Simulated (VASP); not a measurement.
Crystal: SnSe2.

```
Sn Se
1.0
     1.89501    1.09409    6.02691
    -1.89501    1.09409    6.02691
     0.00000   -2.18817    6.02691
Sn Se
1 2
Cartesian
  0.0000 0.0000 -0.0041
  0.0000 0.0000 7.7363
  0.0000 0.0000 4.3217
```

Base run:

| Item | Value |
| --- | --- |
| Program | VASP 6.6.1 |
| Functional | PBE |
| Dispersion | D4 |
| Potentials or basis | VASP PAW PBE potentials, release 64 (Sn_d, Se) |
| Cutoff | 520 eV |
| k mesh | 6 × 6 × 6 |
| Occupations | fermi-dirac, width 0.02 eV |
| Spin | no spin polarisation |

Its results: band gap on the k mesh zero (bands 13 and 14 overlap by 0.68 eV); pressure 0.3 GPa; largest force 0.338 eV/Å.

Task: The run is repeated on the same cell with these changes: functional from PBE to r2SCAN; dispersion from D4 to none. What comes out?

Result: Band gap on the k mesh zero (bands 13 and 14 overlap by 0.37 eV); pressure 1.1 GPa; largest force 0.051 eV/Å.

Several settings changed at once.

Caveats: semilocal functionals underestimate gaps, so a narrow gap can read as zero; spin-orbit coupling is left out, which moves the levels of the heavy elements; the PAW data sets were made with another functional, which shifts forces and pressure a little (at least some runs).
